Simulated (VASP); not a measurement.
# Zr (Im-3m) in VASP: further runs

The runs below take Zr through single point, with LDA.

All numbers are computed with VASP 6.6.1; they aren't measurements. Logs are shortened: lines on timing, memory, paths and dates and some standing lists are left out, and cuts for length are marked.

## Step 1: The cell of the first run

Symmetry: Im-3m, No. 229, cubic system. Conventional cell: a = 3.342 Å, b = 3.342 Å, c = 3.342 Å, α = 90.00°, β = 90.00°, γ = 90.00°. Zr (site symmetry m-3m) has 14 Zr at 2.89 to 3.34 Å within 3.8 Å.

## Step 2: Single point, LDA (volume scaled by 0.88)

INCAR reads:

```
ALGO = Normal
EDIFF = 1E-6
ENCUT = 520
GGA = CA
ISIF = 2
ISMEAR = -1
LASPH = True
LCHARG = False
LREAL = False
LWAVE = False
NBANDS = 12
NELM = 80
PREC = Accurate
SIGMA = 0.1
```

KPOINTS reads:

```
k-points
0
Gamma
  21 21 21
```

POSCAR reads:

```
Zr
1.0
   -1.6710603976      1.6710603976      1.6710603976
    1.6710603976     -1.6710603976      1.6710603976
    1.6710603976      1.6710603976     -1.6710603976
Zr
1
Direct
    0.0000000000      0.0000000000      0.0000000000
```

Potentials or basis: VASP PAW LDA potentials, release 64 (Zr_sv).

On the command line:

```bash
cat potpaw_LDA.64/Zr_sv/POTCAR > POTCAR
mpirun -np 1 vasp_std > vasp.out
```

OUTCAR:

```text
EDIFF = 1E-6
   ENCUT = 520
   GGA = CA
   ISIF = 2
   ISMEAR = -1
   LASPH = True
   LREAL = False
   NELM = 80
   PREC = Accurate

 ion  position               nearest neighbor table
   1  0.000  0.000  0.000-

  LATTYP: Found a body centered cubic cell.
 ALAT       =     3.3421207952

  Lattice vectors:

 A1 = (  -1.6710603976,   1.6710603976,   1.6710603976)
 A2 = (   1.6710603976,  -1.6710603976,   1.6710603976)
 A3 = (   1.6710603976,   1.6710603976,  -1.6710603976)

Analysis of symmetry for initial positions (statically):
=====================================================================
 Subroutine PRICEL returns:
 Original cell was already a primitive cell.

 Routine SETGRP: Setting up the symmetry group for a
 body centered cubic supercell.

 Subroutine GETGRP returns: Found 48 space group operations
 (whereof 48 operations were pure point group operations)
 out of a pool of 48 trial point group operations.

The static configuration has the point symmetry O_h .

Analysis of symmetry for dynamics (positions and initial velocities):
=====================================================================
 Subroutine PRICEL returns:
 Original cell was already a primitive cell.

 Routine SETGRP: Setting up the symmetry group for a
 body centered cubic supercell.

 Subroutine GETGRP returns: Found 48 space group operations
 (whereof 48 operations were pure point group operations)
 out of a pool of 48 trial point group operations.

The dynamic configuration has the point symmetry O_h .

 Subroutine INISYM returns: Found 48 space group operations
 (whereof 48 operations are pure point group operations),
 and found     1 'primitive' translations

----------------------------------------------------------------------------------------

                                     Primitive cell

  volume of cell :      18.6654

  direct lattice vectors                    reciprocal lattice vectors
    -1.671060398  1.671060398  1.671060398     0.000000000  0.299211208  0.299211208
     1.671060398 -1.671060398  1.671060398     0.299211208  0.000000000  0.299211208
     1.671060398  1.671060398 -1.671060398     0.299211208  0.299211208  0.000000000

  length of vectors
     2.894361511  2.894361511  2.894361511     0.423148548  0.423148548  0.423148548

  position of ions in fractional coordinates (direct lattice)
     0.000000000  0.000000000  0.000000000

  ion indices of the primitive-cell ions
   primitive index   ion index
                 1           1

----------------------------------------------------------------------------------------

 KPOINTS: k-points

Automatic generation of k-mesh.
 Grid dimensions read from file:
 generate k-points for:   21   21   21

 Generating k-lattice:

  Cartesian coordinates                     Fractional coordinates (reciprocal lattice)
     0.000000000  0.014248153  0.014248153     0.047619048  0.000000000  0.000000000
     0.014248153  0.000000000  0.014248153     0.000000000  0.047619048  0.000000000
     0.014248153  0.014248153  0.000000000     0.000000000  0.000000000  0.047619048

  Length of vectors
     0.020149931  0.020149931  0.020149931

  Shift w.r.t. Gamma in fractional coordinates (k-lattice)
     0.000000000  0.000000000  0.000000000

 Subroutine IBZKPT returns following result:
 ===========================================

 Found    286 irreducible k-points:

 Following reciprocal coordinates:
            Coordinates               Weight
  0.000000  0.000000  0.000000      1.000000
  0.047619  0.000000  0.000000     12.000000
  0.095238  0.000000  0.000000     12.000000
  0.142857  0.000000  0.000000     12.000000
  0.190476  0.000000  0.000000     12.000000
  0.238095  0.000000  0.000000     12.000000
[... 16 lines left out ...]
  0.142857  0.095238 -0.000000     48.000000
  0.190476  0.095238  0.000000     48.000000
 [... further k-points ...]
   k-points           NKPTS =    286   k-points in BZ     NKDIM =    286   number of bands    NBANDS=     12
   number of dos      NEDOS =    301   number of ions     NIONS =      1
   total plane-waves  NPLWV =  13824
   dimension x,y,z NGX =    24 NGY =   24 NGZ =   24
   dimension x,y,z NGXF=    48 NGYF=   48 NGZF=   48
   ions per type =               1
   NGX,Y,Z   is equivalent  to a cutoff of  13.79, 13.79, 13.79 a.u.
   NGXF,Y,Z  is equivalent  to a cutoff of  27.57, 27.57, 27.57 a.u.
 SYSTEM =  unknown system
   PREC   = accura    normal or accurate (medium, high low for compatibility)
   ISTART =      0    job   : 0-new  1-cont  2-samecut
   ICHARG =      2    charge: 1-file 2-atom 10-const
   ISPIN  =      1    spin polarized calculation?
   LNONCOLLINEAR =      F non collinear calculations
   LSORBIT =      F    spin-orbit coupling
   LASPH  =      T    aspherical Exc in radial PAW
   ENCUT  =  520.0 eV  38.22 Ry    6.18 a.u.   5.38  5.38  5.38*2*pi/ulx,y,z
   NELM   =     80;   NELMIN=  2; NELMDL= -5     # of ELM steps
   EDIFF  = 0.1E-05   stopping-criterion for ELM
   LREAL  =      F    real-space projection
   EDIFFG = 0.1E-04   stopping-criterion for IOM
   NSW    =      0    number of steps for IOM
   IBRION =     -1    ionic relax: 0-MD 1-quasi-New 2-CG
   NFREE  =      0    steps in history (QN), initial steepest desc. (CG)
   ISIF   =      2    stress and relaxation
   ISYM   =      2    0-nonsym 1-usesym 2-fastsym
   POTIM  = 0.5000    time-step for ionic-motion
   TEBEG  =    0.0;   TEEND  =   0.0 temperature during run
   PSTRESS=    0.0 pullay stress
   NELECT =      12.0000    total number of electrons
   NUPDOWN=      -1.0000    fix difference up-down
   EMIN   =  10.00;   EMAX   =-10.00  energy-range for DOS
   EFERMI =   0.00;   METHOD = LEGACY
   ISMEAR =    -1;   SIGMA  =   0.10  broadening in eV -4-tet -1-fermi 0-gaus
   EFERMI_NEDOS =   21; number of points for ismear=-14 and -15
   IALGO  =     38    algorithm
   IMIX   =      4    mixing-type and parameters
     AMIX     =   0.40;   BMIX     =  1.00
     AMIX_MAG =   1.60;   BMIX_MAG =  1.00
  volume/ion in A,a.u.               =      18.67       125.96
  Fermi-wavevector in a.u.,A,eV,Ry     =   1.412938  2.670066 27.162586  1.996394
  Thomas-Fermi vector in A             =   2.534635
   LORBIT       =      0    0 simple, 1 ext, 2 COOP (PROOUT), +10 PAW based schemes
   GGA     = CA    functional components
   LHFCALC =     F    Hartree Fock is set to
   AEXX    =    0.0000 exact exchange contribution
   IVDW    =     0    specifies the selected vdW correction
   LEPSILON=     F    determine dielectric tensor
   LRPA    =     F    only Hartree local field effects (RPA)
 non-spin polarized calculation
  energy-cutoff  :      520.00
  volume of cell :       18.67
 maximum number of plane-waves:       531
 NGX is ok and might be reduce to    24
   NGX = 11   NGY = 11   NGZ = 11

 number of electron      12.0000000 magnetization

 Free energy of the ion-electron system (eV)
  ---------------------------------------------------
  ext. energy  EPLUGINS =         0.00000000
  ---------------------------------------------------
  free energy    TOTEN  =        -9.16368070 eV

  energy without entropy =       -9.12382093  energy(sigma->0) =       -9.14375081

 E-fermi :  11.1624     XC(G=0): -12.3318

 val. band max:       11.1604199506   @ k =  -0.1905   0.2857   0.0476
 cond. band min:      11.1632891648   @ k =   0.2381   0.1905   0.1429
 fundamental gap:      0.0028692142
 Fermi energy:        11.1624186791

 k-point     1 :       0.0000    0.0000    0.0000
  band No.  band energies     occupation
      1     -36.7404      2.00000
      2     -13.9126      2.00000
      3     -13.9126      2.00000
      4     -13.9126      2.00000
      5       5.6211      2.00000
      6      12.3321      0.00002
      7      12.3321      0.00002
      8      12.3321      0.00002
      9      15.4685      0.00000
     10      15.4685      0.00000
     11      24.2994      0.00000
     12      24.2994      0.00000

 k-point     2 :       0.0476    0.0000    0.0000
  band No.  band energies     occupation
      1     -36.7324      2.00000
      2     -13.9601      2.00000
      3     -13.9263      2.00000
      4     -13.9131      2.00000
      5       5.7233      2.00000
      6      12.2602      0.00003
      7      12.3116      0.00002
      8      12.4315      0.00001
      9      15.3406      0.00000
     10      15.4639      0.00000
     11      24.3995      0.00000
     12      24.4788      0.00000

 k-point     3 :       0.0952    0.0000    0.0000
  band No.  band energies     occupation
      1     -36.7091      2.00000
      2     -14.0971      2.00000
      3     -13.9661      2.00000
      4     -13.9149      2.00000
      5       6.0179      2.00000
      6      12.0595      0.00025
      7      12.2316      0.00005
      8      12.7273      0.00000
      9      15.0570      0.00000
     10      15.4564      0.00000
     11      24.6720      0.00000
     12      25.0014      0.00000
[... 286 lines left out ...]
 k-point    23 :       0.1429    0.0952   -0.0000
  band No.  band energies     occupation
      1     -36.6061      2.00000
      2     -14.6519      2.00000
      3     -14.1043      2.00000
      4     -13.9735      2.00000
      5       7.2503      2.00000
      6      11.4042      0.16358
      7      11.5382      0.04562
      8      14.2645      0.00000
      9      14.4724      0.00000
     10      15.7768      0.00000
     11      25.6265      0.00000
     12      26.7537      0.00000

 k-point    24 :       0.1905    0.0952    0.0000
  band No.  band energies     occupation
      1     -36.5546      2.00000
      2     -14.9037      2.00000
      3     -14.1996      2.00000
      4     -13.9824      2.00000
      5       7.7666      2.00000
      6      11.0614      1.46617
      7      11.3651      0.23277
      8      14.5167      0.00000
      9      15.1306      0.00000
     10      15.9338      0.00000
     11      25.5164      0.00000
     12      27.0832      0.00000

 [... further k-points ...]
[... 5 lines left out ...]
  --------------------------------------------------------------------------------------
  -------------------------------------------------------------------------------------
  Total        1.7615548      1.7615548      1.7615548     -0.0000000      0.0000000      0.0000000
  in kB      151.2064507    151.2064507    151.2064507     -0.0000000      0.0000000      0.0000000
  external PRESSURE =     151.2064507 kB  Pullay stress =       0.0000000 kB

 VOLUME and BASIS-vectors are now :
 -----------------------------------------------------------------------------
  energy-cutoff  :      520.00
  volume of cell :       18.67
      direct lattice vectors                 reciprocal lattice vectors
    -1.671060398  1.671060398  1.671060398     0.000000000  0.299211208  0.299211208
     1.671060398 -1.671060398  1.671060398     0.299211208  0.000000000  0.299211208
     1.671060398  1.671060398 -1.671060398     0.299211208  0.299211208  0.000000000

 POSITION                                       TOTAL-FORCE (eV/Angst)
 -----------------------------------------------------------------------------------
      0.00000      0.00000      0.00000        -0.000000      0.000000     -0.000000
 -----------------------------------------------------------------------------------
    total drift:                                0.000000      0.000000      0.000000

  FREE ENERGIE OF THE ION-ELECTRON SYSTEM (eV)
  ---------------------------------------------------
  free  energy   TOTEN  =        -9.1636806985 eV

  energy  without entropy=       -9.1238209289  energy(sigma->0) =       -9.14375081
```

Run time: 24 s. Hardware: 1 thread of Intel Xeon Platinum 8488C (Sapphire Rapids), shared host; peak memory 0.18 GiB.

Results:

```yaml
Free_energy: -9.1637 eV
Pressure: 15.1 GPa
Band_gap_on_the_k_mesh: zero (band 6 reaches 12.33 eV, above the bottom of band 7 at 10.37 eV)
```

Levels at points of the mesh, in eV from the Fermi level:
```csv
k point,band 2,band 3,band 4,band 5,band 6,band 7,band 8,band 9,band 10,band 11
"(0.00, 0.00, 0.00)",-25.08,-25.08,-25.08,-5.54,1.17,1.17,1.17,4.31,4.31,13.14
```

## Step 3: Single point, LDA (volume scaled by 0.92)

INCAR reads:

```
SYSTEM = Zr
PREC = Accurate ; ENCUT = 520
EDIFF = 1E-7 ; ISMEAR = -1
SIGMA = 0.1 ; LREAL = .False.
LASPH = .True. ; NELM = 100
ALGO = Normal ; ISIF = 2
LWAVE = .False. ; LCHARG = .True.
GGA = CA ; LELF = .True.
LVHAR = .True. ; NBANDS = 12
```

KPOINTS reads:

```
Automatic mesh
0
Gamma
  21 21 21
  0 0 0
```

POSCAR reads:

```
Zr
1.0
   -1.6960052752      1.6960052752      1.6960052752
    1.6960052752     -1.6960052752      1.6960052752
    1.6960052752      1.6960052752     -1.6960052752
Zr
1
Direct
    0.0000000000      0.0000000000      0.0000000000
```

Potentials or basis: VASP PAW LDA potentials, release 64 (Zr_sv).

On the command line:

```bash
cat potpaw_LDA.64/Zr_sv/POTCAR > POTCAR
mpirun -np 1 vasp_std > vasp.out
```

Wall time 26 s (1 thread of Intel Xeon Platinum 8488C (Sapphire Rapids), shared host); peak memory 0.18 GiB.

It converged, with:

```
Free energy            : -9.2281 eV
Pressure               : 9.2 GPa
Band gap on the k mesh : zero (band 6 reaches 11.75 eV, above the bottom of band 7 at 9.87 eV)
```

Levels at points of the mesh, in eV from the Fermi level:
```csv
k point,band 2,band 3,band 4,band 5,band 6,band 7,band 8,band 9,band 10,band 11
"(0.00, 0.00, 0.00)",-25.23,-25.23,-25.23,-5.52,1.17,1.17,1.17,4.16,4.16,13.01
```
